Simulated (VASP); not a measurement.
# SnO2 (R-3m) in VASP: a series of runs, part 2 of 3

VASP 6.6.1. Earlier steps stand in the parts before.

## (3) Single point, PBEsol

INCAR reads:

```
SYSTEM = SnO2
ALGO = Normal ; EDIFF = 1E-7
ENCUT = 520 ; GGA = PS
ISIF = 2 ; ISMEAR = 0
LASPH = .TRUE. ; LCHARG = .FALSE.
LREAL = .FALSE. ; LWAVE = .FALSE.
NBANDS = 20 ; NELM = 80
PREC = Accurate ; SIGMA = 0.01
```

KPOINTS reads:

```
k-points
0
G
  6 6 6
  0 0 0
```

POSCAR reads:

```
SnO2
1.0
    1.6170900000      0.9336300000      4.8005900000
   -1.6170900000      0.9336300000      4.8005900000
    0.0000000000     -1.8672600000      4.8005900000
Sn O
1 2
Direct
    0.5000000000      0.5000000000      0.5000000000
    0.2371700000      0.2371700000      0.2371700000
    0.7628300000      0.7628300000      0.7628300000
```

Potentials or basis: VASP PAW PBE potentials, release 64 (Sn_d, O).

Launch:

```sh
cat potpaw_PBE.64/Sn_d/POTCAR potpaw_PBE.64/O/POTCAR > POTCAR
mpirun -np 1 vasp_std > vasp.out
```

OUTCAR:

```text
SYSTEM = SnO2
   EDIFF = 1E-7
   ENCUT = 520
   GGA = PS
   ISIF = 2
   ISMEAR = 0
   LASPH = .TRUE.
   LREAL = .FALSE.
   NELM = 80
   PREC = Accurate

 ion  position               nearest neighbor table
   1  0.500  0.500  0.500-   2 2.13   2 2.13   3 2.13   3 2.13   2 2.13   3 2.13
   2  0.237  0.237  0.237-   1 2.13   1 2.13   1 2.13
   3  0.763  0.763  0.763-   1 2.13   1 2.13   1 2.13

  LATTYP: Found a trigonal (rhomboedric) cell.
 ALAT       =     5.1509522802
 COS(alpha) =     0.8028825577

  Lattice vectors:

 A1 = (   1.6170900000,   0.9336300000,   4.8005900000)
 A2 = (  -1.6170900000,   0.9336300000,   4.8005900000)
 A3 = (   0.0000000000,  -1.8672600000,   4.8005900000)

Analysis of symmetry for initial positions (statically):
=====================================================================
 Subroutine PRICEL returns:
 Original cell was already a primitive cell.

 Routine SETGRP: Setting up the symmetry group for a
 trigonal (rhombohedral) supercell.

 Subroutine GETGRP returns: Found 12 space group operations
 (whereof 12 operations were pure point group operations)
 out of a pool of 12 trial point group operations.

The static configuration has the point symmetry D_3d.

Analysis of symmetry for dynamics (positions and initial velocities):
=====================================================================
 Subroutine PRICEL returns:
 Original cell was already a primitive cell.

 Routine SETGRP: Setting up the symmetry group for a
 trigonal (rhombohedral) supercell.

 Subroutine GETGRP returns: Found 12 space group operations
 (whereof 12 operations were pure point group operations)
 out of a pool of 12 trial point group operations.

The dynamic configuration has the point symmetry D_3d.

 Subroutine INISYM returns: Found 12 space group operations
 (whereof 12 operations are pure point group operations),
 and found     1 'primitive' translations

----------------------------------------------------------------------------------------

                                     Primitive cell

  volume of cell :      43.4865

  direct lattice vectors                    reciprocal lattice vectors
     1.617090000  0.933630000  4.800590000     0.309197385  0.178514686  0.069435910
    -1.617090000  0.933630000  4.800590000    -0.309197385  0.178514686  0.069435910
     0.000000000 -1.867260000  4.800590000     0.000000000 -0.357029373  0.069435910

  length of vectors
     5.150952280  5.150952280  5.150953723     0.363719483  0.363719483  0.363718736

  position of ions in fractional coordinates (direct lattice)
     0.500000000  0.500000000  0.500000000
     0.237170000  0.237170000  0.237170000
     0.762830000  0.762830000  0.762830000

  ion indices of the primitive-cell ions
   primitive index   ion index
                 1           1
                 2           2
                 3           3

----------------------------------------------------------------------------------------

 KPOINTS: k-points

Automatic generation of k-mesh.
 Grid dimensions read from file:
 generate k-points for:    6    6    6

 Generating k-lattice:

  Cartesian coordinates                     Fractional coordinates (reciprocal lattice)
     0.051532898  0.029752448  0.011572652     0.166666667  0.000000000 -0.000000000
    -0.051532898  0.029752448  0.011572652     0.000000000  0.166666667 -0.000000000
     0.000000000 -0.059504895  0.011572652    -0.000000000 -0.000000000  0.166666667

  Length of vectors
     0.060619914  0.060619914  0.060619789

  Shift w.r.t. Gamma in fractional coordinates (k-lattice)
     0.000000000  0.000000000  0.000000000

 Subroutine IBZKPT returns following result:
 ===========================================

 Found     32 irreducible k-points:

 Following reciprocal coordinates:
            Coordinates               Weight
  0.000000  0.000000  0.000000      1.000000
  0.166667  0.000000  0.000000      6.000000
  0.333333 -0.000000  0.000000      6.000000
  0.500000  0.000000  0.000000      3.000000
  0.166667  0.166667  0.000000      6.000000
  0.333333  0.166667  0.000000     12.000000
[... 16 lines left out ...]
  0.500000  0.500000  0.166667      6.000000
 -0.333333  0.500000  0.166667     12.000000
 [... further k-points ...]
   k-points           NKPTS =     32   k-points in BZ     NKDIM =     32   number of bands    NBANDS=     20
   number of dos      NEDOS =    301   number of ions     NIONS =      3
   total plane-waves  NPLWV =  64000
   dimension x,y,z NGX =    40 NGY =   40 NGZ =   40
   dimension x,y,z NGXF=    80 NGYF=   80 NGZF=   80
   ions per type =               1   2
   NGX,Y,Z   is equivalent  to a cutoff of  12.91, 12.91, 12.91 a.u.
   NGXF,Y,Z  is equivalent  to a cutoff of  25.82, 25.82, 25.82 a.u.
 SYSTEM =  SnO2
   PREC   = accura    normal or accurate (medium, high low for compatibility)
   ISTART =      0    job   : 0-new  1-cont  2-samecut
   ICHARG =      2    charge: 1-file 2-atom 10-const
   ISPIN  =      1    spin polarized calculation?
   LNONCOLLINEAR =      F non collinear calculations
   LSORBIT =      F    spin-orbit coupling
   LASPH  =      T    aspherical Exc in radial PAW
   ENCUT  =  520.0 eV  38.22 Ry    6.18 a.u.   9.58  9.58  9.58*2*pi/ulx,y,z
   NELM   =     80;   NELMIN=  2; NELMDL= -5     # of ELM steps
   EDIFF  = 0.1E-06   stopping-criterion for ELM
   LREAL  =      F    real-space projection
   EDIFFG = 0.1E-05   stopping-criterion for IOM
   NSW    =      0    number of steps for IOM
   IBRION =     -1    ionic relax: 0-MD 1-quasi-New 2-CG
   NFREE  =      0    steps in history (QN), initial steepest desc. (CG)
   ISIF   =      2    stress and relaxation
   ISYM   =      2    0-nonsym 1-usesym 2-fastsym
   POTIM  = 0.5000    time-step for ionic-motion
   TEBEG  =    0.0;   TEEND  =   0.0 temperature during run
   PSTRESS=    0.0 pullay stress
   NELECT =      26.0000    total number of electrons
   NUPDOWN=      -1.0000    fix difference up-down
   EMIN   =  10.00;   EMAX   =-10.00  energy-range for DOS
   EFERMI =   0.00;   METHOD = LEGACY
   ISMEAR =     0;   SIGMA  =   0.01  broadening in eV -4-tet -1-fermi 0-gaus
   EFERMI_NEDOS =   21; number of points for ismear=-14 and -15
   IALGO  =     38    algorithm
   IMIX   =      4    mixing-type and parameters
     AMIX     =   0.40;   BMIX     =  1.00
     AMIX_MAG =   1.60;   BMIX_MAG =  1.00
  volume/ion in A,a.u.               =      14.50        97.82
  Fermi-wavevector in a.u.,A,eV,Ry     =   1.379159  2.606233 25.879362  1.902079
  Thomas-Fermi vector in A             =   2.504154
   LORBIT       =      0    0 simple, 1 ext, 2 COOP (PROOUT), +10 PAW based schemes
   GGA     = PS    functional components
   LHFCALC =     F    Hartree Fock is set to
   AEXX    =    0.0000 exact exchange contribution
   IVDW    =     0    specifies the selected vdW correction
   LEPSILON=     F    determine dielectric tensor
   LRPA    =     F    only Hartree local field effects (RPA)
 non-spin polarized calculation
 Gauss-broadening in eV      SIGMA  =   0.01
  energy-cutoff  :      520.00
  volume of cell :       43.49
 maximum number of plane-waves:      1188
 NGX is ok and might be reduce to    40
   NGX = 19   NGY = 19   NGZ = 19

 number of electron      26.0000004 magnetization

 Free energy of the ion-electron system (eV)
  ---------------------------------------------------
  ext. energy  EPLUGINS =         0.00000000
  ---------------------------------------------------
  free energy    TOTEN  =       -19.29659205 eV

  energy without entropy =      -19.29659205  energy(sigma->0) =      -19.29659205

 E-fermi :   3.3247     XC(G=0): -10.2189

 val. band max:        3.1853662399   @ k =  -0.1667   0.1667   0.0000
 cond. band min:       5.0305503174   @ k =   0.0000   0.0000   0.0000
 fundamental gap:      1.8451840775
 Fermi energy:         3.3246576118

 k-point     1 :       0.0000    0.0000    0.0000
  band No.  band energies     occupation
      1     -16.7290      2.00000
      2     -16.5108      2.00000
      3     -16.5108      2.00000
      4     -16.3268      2.00000
      5     -16.3268      2.00000
      6     -14.6957      2.00000
[... 12 lines left out ...]
     19      20.1566      0.00000
[... 513 lines left out ...]
      4     -16.3341      2.00000
      5     -16.2488      2.00000
      6     -13.2634      2.00000
[... 12 lines left out ...]
     19      16.7741      0.00000
     20      18.8691      0.00000

 [... further k-points ...]

------------------------ aborting loop because EDIFF is reached ----------------------------------------

  FORCE on cell =-STRESS in cart. coord.  units (eV):
  Direction    XX          YY          ZZ          XY          YZ          ZX
  --------------------------------------------------------------------------------------
  -------------------------------------------------------------------------------------
  Total       -1.3872931     -1.3873010     -0.9780062      0.0000000      0.0000000      0.0000000
  in kB      -51.1121272    -51.1124177    -36.0327443      0.0000000      0.0000000      0.0000000
  external PRESSURE =     -46.0857630 kB  Pullay stress =       0.0000000 kB

 VOLUME and BASIS-vectors are now :
 -----------------------------------------------------------------------------
  energy-cutoff  :      520.00
  volume of cell :       43.49
      direct lattice vectors                 reciprocal lattice vectors
     1.617090000  0.933630000  4.800590000     0.309197385  0.178514686  0.069435910
    -1.617090000  0.933630000  4.800590000    -0.309197385  0.178514686  0.069435910
     0.000000000 -1.867260000  4.800590000     0.000000000 -0.357029373  0.069435910

 POSITION                                       TOTAL-FORCE (eV/Angst)
 -----------------------------------------------------------------------------------
      0.00000      0.00000      7.20088         0.000000     -0.000000     -0.000000
      0.00000      0.00000      3.41567        -0.000000      0.000000     -0.346943
      0.00000      0.00000     10.98610        -0.000000      0.000000      0.346943
 -----------------------------------------------------------------------------------
    total drift:                               -0.000000      0.000000      0.000000

  FREE ENERGIE OF THE ION-ELECTRON SYSTEM (eV)
  ---------------------------------------------------
  free  energy   TOTEN  =       -19.2965920469 eV

  energy  without entropy=      -19.2965920469  energy(sigma->0) =      -19.29659205
```

OSZICAR:

```text
N       E                     dE             d eps       ncg     rms          rms(c)
DAV:   1     0.249926723344E+03    0.24993E+03   -0.14050E+04  1372   0.191E+03
DAV:   2     0.542682073968E+01   -0.24450E+03   -0.23094E+03  1384   0.476E+02
DAV:   3    -0.211275389860E+02   -0.26554E+02   -0.26327E+02  1520   0.138E+02
DAV:   4    -0.218495544988E+02   -0.72202E+00   -0.72124E+00  1424   0.242E+01
DAV:   5    -0.218641893942E+02   -0.14635E-01   -0.14634E-01  1520   0.364E+00    0.987E+00
DAV:   6    -0.193524147235E+02    0.25118E+01   -0.97794E+00  1928   0.536E+01    0.431E+00
DAV:   7    -0.193243450957E+02    0.28070E-01   -0.56254E-01  1328   0.602E+00    0.206E+00
DAV:   8    -0.192978252669E+02    0.26520E-01   -0.68318E-02  1360   0.260E+00    0.431E-01
DAV:   9    -0.192960762221E+02    0.17490E-02   -0.94116E-03  1864   0.137E+00    0.857E-02
DAV:  10    -0.192965555443E+02   -0.47932E-03   -0.16731E-03  1324   0.356E-01    0.356E-02
DAV:  11    -0.192965879792E+02   -0.32435E-04   -0.47191E-05  1772   0.707E-02    0.198E-02
DAV:  12    -0.192965917651E+02   -0.37859E-05   -0.68840E-06  1340   0.209E-02    0.660E-03
DAV:  13    -0.192965920931E+02   -0.32793E-06   -0.10567E-06  1436   0.842E-03    0.130E-03
DAV:  14    -0.192965920469E+02    0.46121E-07   -0.15297E-07  1080   0.425E-03
   1 F= -.19296592E+02 E0= -.19296592E+02  d E =-.856904E-88
```

It took 73 s on 1 thread of Intel Xeon 8259CL, shared host; peak memory 0.24 GiB.

Results:

```yaml
Free_energy: -19.2966 eV
Pressure: -4.6 GPa
Largest_force: 0.347 eV/Å
Band_gap_on_the_k_mesh: 1.85 eV (least direct gap 1.97 eV)
```

Forces in eV/Å, atoms in the order of the input:
```
Sn   0.000  0.000  0.000
O    0.000  0.000 -0.347
O    0.000  0.000  0.347
```

Levels at points of the mesh, in eV from the valence-band top:
```csv
k point,band 10,band 11,band 12,band 13,band 14,band 15,band 16,band 17
"(0.00, 0.00, 0.00)",-1.28,-0.90,-0.90,-0.12,1.85,5.57,10.87,10.87
"(0.50, 0.00, 0.00)",-2.97,-1.48,-0.60,-0.56,5.23,7.58,9.92,12.14
"(0.50, 0.50, 0.00)",-3.06,-1.15,-0.46,-0.02,4.96,6.77,10.58,11.15
"(0.50, 0.50, 0.50)",-1.35,-1.28,-0.85,-0.85,3.11,5.52,11.05,11.05
```

Caveat: the cell stands under tension; the PAW data sets were made with another functional, which shifts forces and pressure a little; spin-orbit coupling is left out, which moves the levels of the heavy elements.

(Part 2 of 3 ends here.)
